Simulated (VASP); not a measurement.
Input of a VASP 6.6.1 run:

File INCAR:

```
SYSTEM = Li2Se
PREC = Accurate
ENCUT = 750
EDIFF = 1E-6
ISMEAR = 0
SIGMA = 0.02
LREAL = .FALSE.
LASPH = .TRUE.
NELM = 120
ALGO = Normal
ISIF = 2
LWAVE = .FALSE.
LCHARG = .FALSE.
GGA = PE
NBANDS = 13
GGA_COMPAT = .FALSE.
```

File KPOINTS:

```
Automatic mesh
0
G
  8 8 8
  0 0 0
```

POSCAR

```
Li2Se
1.0
    0.0000000000      3.0613874993      3.0613874993
    3.0613874993      0.0000000000      3.0613874993
    3.0613874993      3.0613874993      0.0000000000
Li Se
2 1
Direct
    0.2500000000      0.2500000000      0.2500000000
    0.7500000000      0.7500000000      0.7500000000
    0.0000000000      0.0000000000      0.0000000000
```

Potentials or basis: VASP PAW PBE potentials, release 64 (Li_sv, Se).

Run with:

```bash
$ cat potpaw_PBE.64/Li_sv/POTCAR potpaw_PBE.64/Se/POTCAR > POTCAR
$ mpirun -np 1 vasp_std > vasp.out
```

(1) What does it give for the pressure?

(2) Predict the band gap on the k mesh.

Answers

(1) -1.8 GPa.

(2) 3.02 eV, indirect (least direct gap 3.15 eV).
